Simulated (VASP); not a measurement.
# Ga8AsP6 (a cell with a defect) in VASP: further runs

Runs on Ga8AsP6 (a cell with a defect). Level: PBE. Tasks: single point.

Program: VASP 6.6.1. These are calculated values, not measurements. Logs are shortened: lines on timing, memory, paths and dates and some standing lists are left out, and cuts for length are marked.

## Step 1: The cell of the first run

The cell holds a defect, 15 atoms: a = 7.785 Å, b = 7.785 Å, c = 7.785 Å, α = 60.00°, β = 60.00°, γ = 60.00°.

## Step 2: Single point, PBE

The input, INCAR:

```
ALGO = Normal
EDIFF = 1E-6
ENCUT = 520
GGA = PE
ISIF = 2
ISMEAR = 0
LASPH = T
LCHARG = F
LREAL = Auto
LWAVE = F
NBANDS = 82
NELM = 60
PREC = Accurate
SIGMA = 0.02
```

The input, KPOINTS:

```
k-points
0
Gamma
  2 2 2
```

The input, POSCAR:

```
Ga8AsP6
1.0
   -5.5051169764      5.5051169764      0.0000000000
   -5.5051169764      0.0000000000      5.5051169764
    0.0000000000      5.5051169764      5.5051169764
Ga As P
8 1 6
Direct
    1.0014762672      1.0048158874      0.5053018877
    0.5062395607      1.0024655286      0.5051861771
    0.9878371383      0.5483763584      0.4843564653
    1.0063825208      0.9994386175     -0.0021749765
    0.5121180008      0.4838740959      0.5016085057
    0.5086007277      1.0017906111     -0.0075870322
    1.0059592782      0.4906210915      0.0023379158
    0.5096116962      0.4915690278      0.0046545787
    0.3851775556      0.8683055275      0.3756137261
    0.8834717810      0.3753668648      0.3763979056
    0.8820271251      0.8681478560      0.8776070555
    0.3731076031      0.3750457999      0.3783563563
    0.3818584617      0.8686720955      0.8790377245
    0.8828536289      0.3736797072      0.8692470152
    0.3816116004      0.3728310422      0.8750570643
```

Potentials or basis: VASP PAW PBE potentials, release 64 (Ga_d, As, P).

The run is started by

```bash
> cat potpaw_PBE.64/Ga_d/POTCAR potpaw_PBE.64/As/POTCAR potpaw_PBE.64/P/POTCAR > POTCAR
> mpirun -np 1 vasp_std > vasp.out
```

OUTCAR:

```text
EDIFF = 1E-6
   ENCUT = 520
   GGA = PE
   ISIF = 2
   ISMEAR = 0
   LASPH = T
   LREAL = Auto
   NELM = 60
   PREC = Accurate

 ion  position               nearest neighbor table
   1  0.001  0.005  0.505-  10 2.36  11 2.37   9 2.44
   2  0.506  0.002  0.505-  12 2.37  13 2.38   9 2.45
   3  0.988  0.548  0.484-  14 2.47  12 2.47  10 2.47
   4  0.006  0.999  0.998-  14 2.38  13 2.39  11 2.39
   5  0.512  0.484  0.502-  12 2.36  10 2.36  15 2.38   9 2.44
   6  0.509  0.002  0.992-  15 2.36  13 2.37  11 2.37   9 2.44
   7  0.006  0.491  0.002-  14 2.37  10 2.38  15 2.39  11 2.40
   8  0.510  0.492  0.005-  14 2.37  12 2.38  15 2.39  13 2.40
   9  0.385  0.868  0.376-   6 2.44   1 2.44   5 2.44   2 2.45
  10  0.883  0.375  0.376-   1 2.36   5 2.36   7 2.38   3 2.47
  11  0.882  0.868  0.878-   1 2.37   6 2.37   4 2.39   7 2.40
  12  0.373  0.375  0.378-   5 2.36   2 2.37   8 2.38   3 2.47
  13  0.382  0.869  0.879-   6 2.37   2 2.38   4 2.39   8 2.40
  14  0.883  0.374  0.869-   7 2.37   8 2.37   4 2.38   3 2.47
  15  0.382  0.373  0.875-   6 2.36   5 2.38   7 2.39   8 2.39

  LATTYP: Found a face centered cubic cell.
 ALAT       =    11.0102339528

  Lattice vectors:

 A1 = (  -5.5051169764,   5.5051169764,   0.0000000000)
 A2 = (  -5.5051169764,   0.0000000000,   5.5051169764)
 A3 = (   0.0000000000,   5.5051169764,   5.5051169764)

Analysis of symmetry for initial positions (statically):
=====================================================================
 Subroutine PRICEL returns:
 Original cell was already a primitive cell.

 Routine SETGRP: Setting up the symmetry group for a
 face centered cubic supercell.

 Subroutine GETGRP returns: Found  1 space group operations
 (whereof  1 operations were pure point group operations)
 out of a pool of 48 trial point group operations.

The static configuration has the point symmetry C_1 .

Analysis of symmetry for dynamics (positions and initial velocities):
=====================================================================
 Subroutine PRICEL returns:
 Original cell was already a primitive cell.

 Routine SETGRP: Setting up the symmetry group for a
 face centered cubic supercell.

 Subroutine GETGRP returns: Found  1 space group operations
 (whereof  1 operations were pure point group operations)
 out of a pool of 48 trial point group operations.

The dynamic configuration has the point symmetry C_1 .

 Subroutine INISYM returns: Found  1 space group operations
 (whereof  1 operations are pure point group operations),
 and found     1 'primitive' translations

----------------------------------------------------------------------------------------

                                     Primitive cell

  volume of cell :     333.6796

  direct lattice vectors                    reciprocal lattice vectors
    -5.505116976  5.505116976  0.000000000    -0.090824591  0.090824591 -0.090824591
    -5.505116976  0.000000000  5.505116976    -0.090824591 -0.090824591  0.090824591
     0.000000000  5.505116976  5.505116976     0.090824591  0.090824591  0.090824591

  length of vectors
     7.785411090  7.785411090  7.785411090     0.157312807  0.157312807  0.157312807

  position of ions in fractional coordinates (direct lattice)
     0.001476267  0.004815887  0.505301888
     0.506239561  0.002465529  0.505186177
     0.987837138  0.548376358  0.484356465
     0.006382521  0.999438617  0.997825023
     0.512118001  0.483874096  0.501608506
     0.508600728  0.001790611  0.992412968
     0.005959278  0.490621092  0.002337916
     0.509611696  0.491569028  0.004654579
     0.385177556  0.868305527  0.375613726
     0.883471781  0.375366865  0.376397906
     0.882027125  0.868147856  0.877607056
     0.373107603  0.375045800  0.378356356
     0.381858462  0.868672096  0.879037725
     0.882853629  0.373679707  0.869247015
     0.381611600  0.372831042  0.875057064

  ion indices of the primitive-cell ions
   primitive index   ion index
                 1           1
                 2           2
                 3           3
                 4           4
                 5           5
                 6           6
                 7           7
                 8           8
                 9           9
                10          10
                11          11
                12          12
                13          13
                14          14
                15          15

----------------------------------------------------------------------------------------

 KPOINTS: k-points

Automatic generation of k-mesh.
 Grid dimensions read from file:
 generate k-points for:    2    2    2

 Generating k-lattice:

  Cartesian coordinates                     Fractional coordinates (reciprocal lattice)
    -0.045412296  0.045412296 -0.045412296     0.500000000  0.000000000  0.000000000
    -0.045412296 -0.045412296  0.045412296     0.000000000  0.500000000  0.000000000
     0.045412296  0.045412296  0.045412296     0.000000000  0.000000000  0.500000000

  Length of vectors
     0.078656403  0.078656403  0.078656403

  Shift w.r.t. Gamma in fractional coordinates (k-lattice)
     0.000000000  0.000000000  0.000000000

 Subroutine IBZKPT returns following result:
 ===========================================

 Found      8 irreducible k-points:

 Following reciprocal coordinates:
            Coordinates               Weight
  0.000000  0.000000  0.000000      1.000000
  0.500000  0.000000  0.000000      1.000000
  0.000000  0.500000  0.000000      1.000000
  0.000000  0.000000  0.500000      1.000000
  0.500000  0.500000  0.500000      1.000000
  0.500000  0.500000  0.000000      1.000000
  0.000000  0.500000  0.500000      1.000000
  0.500000  0.000000  0.500000      1.000000
   k-points           NKPTS =      8   k-points in BZ     NKDIM =      8   number of bands    NBANDS=     82
   number of dos      NEDOS =    301   number of ions     NIONS =     15
   total plane-waves  NPLWV = 216000
   dimension x,y,z NGX =    60 NGY =   60 NGZ =   60
   dimension x,y,z NGXF=   120 NGYF=  120 NGZF=  120
   ions per type =               8   1   6
   NGX,Y,Z   is equivalent  to a cutoff of  12.81, 12.81, 12.81 a.u.
   NGXF,Y,Z  is equivalent  to a cutoff of  25.62, 25.62, 25.62 a.u.
 SYSTEM =  unknown system
   PREC   = accura    normal or accurate (medium, high low for compatibility)
   ISTART =      0    job   : 0-new  1-cont  2-samecut
   ICHARG =      2    charge: 1-file 2-atom 10-const
   ISPIN  =      1    spin polarized calculation?
   LNONCOLLINEAR =      F non collinear calculations
   LSORBIT =      F    spin-orbit coupling
   LASPH  =      T    aspherical Exc in radial PAW
   ENCUT  =  520.0 eV  38.22 Ry    6.18 a.u.  14.48 14.48 14.48*2*pi/ulx,y,z
   NELM   =     60;   NELMIN=  2; NELMDL= -5     # of ELM steps
   EDIFF  = 0.1E-05   stopping-criterion for ELM
   LREAL  =      T    real-space projection
   EDIFFG = 0.1E-04   stopping-criterion for IOM
   NSW    =      0    number of steps for IOM
   IBRION =     -1    ionic relax: 0-MD 1-quasi-New 2-CG
   NFREE  =      0    steps in history (QN), initial steepest desc. (CG)
   ISIF   =      2    stress and relaxation
   ISYM   =      2    0-nonsym 1-usesym 2-fastsym
   POTIM  = 0.5000    time-step for ionic-motion
   TEBEG  =    0.0;   TEEND  =   0.0 temperature during run
   PSTRESS=    0.0 pullay stress
   NELECT =     139.0000    total number of electrons
   NUPDOWN=      -1.0000    fix difference up-down
   EMIN   =  10.00;   EMAX   =-10.00  energy-range for DOS
   EFERMI =   0.00;   METHOD = LEGACY
   ISMEAR =     0;   SIGMA  =   0.02  broadening in eV -4-tet -1-fermi 0-gaus
   EFERMI_NEDOS =   21; number of points for ismear=-14 and -15
   IALGO  =     38    algorithm
   IMIX   =      4    mixing-type and parameters
     AMIX     =   0.40;   BMIX     =  1.00
     AMIX_MAG =   1.60;   BMIX_MAG =  1.00
  volume/ion in A,a.u.               =      22.25       150.12
  Fermi-wavevector in a.u.,A,eV,Ry     =   1.222653  2.310479 20.339082  1.494880
  Thomas-Fermi vector in A             =   2.357792
   LORBIT       =      0    0 simple, 1 ext, 2 COOP (PROOUT), +10 PAW based schemes
   GGA     = PE    functional components
   LHFCALC =     F    Hartree Fock is set to
   AEXX    =    0.0000 exact exchange contribution
   IVDW    =     0    specifies the selected vdW correction
   LEPSILON=     F    determine dielectric tensor
   LRPA    =     F    only Hartree local field effects (RPA)
 non-spin polarized calculation
 Gauss-broadening in eV      SIGMA  =   0.02
  energy-cutoff  :      520.00
  volume of cell :      333.68
 maximum number of plane-waves:      9089
 NGX is ok and might be reduce to    60
   NGX = 29   NGY = 29   NGZ = 29

 number of electron     139.0000003 magnetization

 Free energy of the ion-electron system (eV)
  ---------------------------------------------------
  ext. energy  EPLUGINS =         0.00000000
  ---------------------------------------------------
  free energy    TOTEN  =       -63.20751974 eV

  energy without entropy =      -63.20751974  energy(sigma->0) =      -63.20751974

 E-fermi :   3.8434     XC(G=0):  -9.4800

 val. band max:        3.7261902914   @ k =   0.5000   0.5000   0.0000
 cond. band min:       3.9717858526   @ k =   0.0000   0.0000   0.5000
 fundamental gap:      0.2455955612
 Fermi energy:         3.8433707446

 k-point     1 :       0.0000    0.0000    0.0000
  band No.  band energies     occupation
      1     -10.8729      2.00000
      2     -10.8651      2.00000
      3     -10.8387      2.00000
      4     -10.8293      2.00000
      5     -10.8136      2.00000
      6     -10.7951      2.00000
[... 661 lines left out ...]
     80       8.6370      0.00000
     81       8.8333      0.00000
 [bands above 81 left out]

------------------------ aborting loop because EDIFF is reached ----------------------------------------

  FORCE on cell =-STRESS in cart. coord.  units (eV):
  Direction    XX          YY          ZZ          XY          YZ          ZX
  --------------------------------------------------------------------------------------
  -------------------------------------------------------------------------------------
  Total        0.2391188      0.2003116      0.9799421      0.2334844      0.2920937      0.1706815
  in kB        1.1481393      0.9618049      4.7052355      1.1210854      1.4025011      0.8195347
  external PRESSURE =       2.2717266 kB  Pullay stress =       0.0000000 kB

 VOLUME and BASIS-vectors are now :
 -----------------------------------------------------------------------------
  energy-cutoff  :      520.00
  volume of cell :      333.68
      direct lattice vectors                 reciprocal lattice vectors
    -5.505116976  5.505116976  0.000000000    -0.090824591  0.090824591 -0.090824591
    -5.505116976  0.000000000  5.505116976    -0.090824591 -0.090824591  0.090824591
     0.000000000  5.505116976  5.505116976     0.090824591  0.090824591  0.090824591

 POSITION                                       TOTAL-FORCE (eV/Angst)
 -----------------------------------------------------------------------------------
     -0.03464      2.78987      2.80826         0.041972     -0.005944      0.002982
     -2.80048      5.56802      2.79468        -0.004884      0.012671      0.018643
     -8.45704      8.10460      5.68531        -0.003484      0.000446      0.015352
     -5.53716      5.52828     10.99517        -0.029350     -0.040124     -0.035628
     -5.48305      5.58068      5.42520         0.009073      0.009746     -0.001264
     -2.80976      8.26326      5.47321         0.003407     -0.003692     -0.000659
     -2.73373      0.04568      2.71380         0.009175      0.003899      0.013404
     -5.51162      2.83110      2.73177         0.006423      0.003719     -0.009168
     -6.90057      4.18825      6.84792         0.007458      0.007407     -0.014060
     -6.93005      6.93573      4.13855        -0.029491      0.003785      0.027230
     -9.63492      9.68699      9.61058        -0.001593      0.015531      0.013852
     -4.11867      4.13690      4.14757         0.016221      0.005955     -0.004836
     -6.88432      6.94138      9.62135        -0.009035     -0.011895     -0.015883
     -6.91736      9.64552      6.84246        -0.010019     -0.003588     -0.008286
     -4.15329      6.91811      6.86977        -0.005875      0.002084     -0.001678
 -----------------------------------------------------------------------------------
    total drift:                                0.004379     -0.003525     -0.002865

  FREE ENERGIE OF THE ION-ELECTRON SYSTEM (eV)
  ---------------------------------------------------
  free  energy   TOTEN  =       -63.2075197357 eV

  energy  without entropy=      -63.2075197357  energy(sigma->0) =      -63.20751974
```

Wall time 8.6 min (1 thread of AMD EPYC 7R43 (Zen 3), shared host); peak memory 0.51 GiB.

Results:

```
Free energy            : -63.2075 eV
Pressure               : 0.2 GPa
Largest force          : 0.061 eV/Å
Band gap on the k mesh : zero (an odd number of electrons rules out a gap without spin polarisation)
```

Forces in eV/Å, atoms in the order of the input:
```
Ga   0.042 -0.006  0.003
Ga  -0.005  0.013  0.019
Ga  -0.003  0.000  0.015
Ga  -0.029 -0.040 -0.036
Ga   0.009  0.010 -0.001
Ga   0.003 -0.004 -0.001
Ga   0.009  0.004  0.013
Ga   0.006  0.004 -0.009
As   0.007  0.007 -0.014
P   -0.029  0.004  0.027
P   -0.002  0.016  0.014
P    0.016  0.006 -0.005
P   -0.009 -0.012 -0.016
P   -0.010 -0.004 -0.008
P   -0.006  0.002 -0.002
```

Levels at points of the mesh, in eV from the Fermi level:
```tsv
k point	band 66	band 67	band 68	band 69	band 70	band 71	band 72	band 73
(0.00, 0.00, 0.00)	-0.86	-0.35	-0.29	-0.24	1.51	1.58	1.60	1.61
(0.50, 0.00, 0.00)	-1.19	-1.14	-0.53	-0.52	0.15	2.01	2.08	2.11
(0.00, 0.50, 0.00)	-1.09	-1.00	-0.57	-0.56	-0.24	2.03	2.03	2.19
(0.00, 0.00, 0.50)	-1.17	-1.01	-0.70	-0.69	0.13	1.96	2.04	2.27
(0.50, 0.50, 0.50)	-1.18	-1.16	-0.54	-0.53	0.22	2.01	2.06	2.10
(0.50, 0.50, 0.00)	-1.42	-1.04	-0.97	-0.55	-0.12	1.73	1.86	2.33
(0.00, 0.50, 0.50)	-1.25	-1.21	-1.07	-0.63	-0.14	1.80	1.96	2.21
(0.50, 0.00, 0.50)	-1.42	-1.03	-0.98	-0.53	-0.15	1.73	1.86	2.33
```

Caveat: the k points lie up to 0.49 Å⁻¹ apart, too coarse for converged energies and pressures of a metal.

## Step 3: Single point, PBE

INCAR, as its differences from that of step 2:

```diff
@@ -11,3 +11,3 @@
 NBANDS = 82
-NELM = 60
+NELM = 100
 PREC = Accurate
```

KPOINTS is that of step 2.

The input, POSCAR:

```
Ga8AsP6
1.0
    0.0000000000      5.5051169748     -5.5051169748
    5.5051169748      5.5051169748      0.0000000000
    5.5051169748      0.0000000000     -5.5051169748
Ga As P
8 1 6
Direct
    0.4887065093      0.5012986123      0.0338985531
    0.4969657343      0.0141769013     -0.0069341851
    1.0044484114      0.5015798961      0.0024233817
    0.9944109317      0.0210637668     -0.0065403697
    0.4920940849      0.4679828806      0.4915874653
    0.5008175144      0.0062440090      0.5015430213
    1.0289854014      0.5010603794      0.4894846036
    0.9932470146      0.0119174579      0.4967275014
    0.3792647839     -0.1358795832      0.3790388124
    0.8748123831      0.3839737665      0.3778997812
    0.8741923236      0.8854761892      0.3703045747
    0.3797975610      0.3861422036      0.8744375500
    0.3711777623      0.8860756315      0.8749376302
    0.8708278175      0.3939156988      0.8713482424
    0.8752517925      0.8833053907      0.8748434451
```

Potentials or basis: VASP PAW PBE potentials, release 64 (Ga_d, As, P).

The run is started by

```bash
> cat potpaw_PBE.64/Ga_d/POTCAR potpaw_PBE.64/As/POTCAR potpaw_PBE.64/P/POTCAR > POTCAR
> mpirun -np 1 vasp_std > vasp.out
```

Run time: 15 min. Hardware: 1 thread of Intel Xeon 8259CL, shared host; peak memory 0.56 GiB.

Results (log left out):

```
Free energy            : -63.1399 eV
Pressure               : -1.0 GPa
Largest force          : 0.120 eV/Å
Band gap on the k mesh : zero (an odd number of electrons rules out a gap without spin polarisation)
```

Forces in eV/Å, atoms in the order of the input:
```
Ga  -0.032 -0.020  0.006
Ga   0.001  0.046  0.017
Ga  -0.006 -0.010  0.017
Ga  -0.011 -0.011 -0.026
Ga  -0.011 -0.013  0.086
Ga  -0.023 -0.024 -0.108
Ga  -0.008 -0.023  0.000
Ga   0.055  0.016  0.010
As   0.084  0.079  0.035
P    0.026 -0.005  0.032
P   -0.015  0.009 -0.051
P   -0.027 -0.009  0.050
P    0.012 -0.015 -0.038
P   -0.032 -0.015 -0.019
P   -0.010 -0.006 -0.011
```

Stress tensor (GPa, compression positive):
```
-1.05  0.21 -0.01
 0.21 -1.02 -0.07
-0.01 -0.07 -0.98
```

Levels at points of the mesh, in eV from the Fermi level:
| k point | band 67 | band 68 | band 69 | band 70 | band 71 | band 72 | band 73 | band 74 |
| --- | --- | --- | --- | --- | --- | --- | --- | --- |
| (0.00, 0.00, 0.00) | -0.05 | 0.04 | 0.11 | 1.76 | 1.86 | 1.89 | 1.92 | 1.97 |
| (0.50, 0.00, 0.00) | -0.65 | -0.32 | -0.29 | -0.04 | 2.11 | 2.32 | 2.34 | 2.70 |
| (0.00, 0.50, 0.00) | -0.81 | -0.24 | -0.21 | 0.16 | 2.09 | 2.24 | 2.39 | 2.71 |
| (0.00, 0.00, 0.50) | -0.65 | -0.31 | -0.29 | -0.08 | 2.10 | 2.33 | 2.34 | 2.70 |
| (0.50, 0.50, 0.50) | -0.91 | -0.22 | -0.10 | -0.06 | 2.08 | 2.12 | 2.46 | 2.60 |
| (0.50, 0.50, 0.00) | -0.75 | -0.54 | -0.50 | -0.26 | 1.69 | 1.89 | 2.64 | 2.70 |
| (0.00, 0.50, 0.50) | -0.74 | -0.54 | -0.46 | -0.29 | 1.70 | 1.88 | 2.64 | 2.70 |
| (0.50, 0.00, 0.50) | -0.85 | -0.65 | -0.61 | -0.32 | 1.79 | 2.00 | 2.59 | 2.73 |

Caveat: the k points lie up to 0.49 Å⁻¹ apart, too coarse for converged energies and pressures of a metal.

The gap in the log of VASP goes by the Fermi energy; the results here count the filled bands.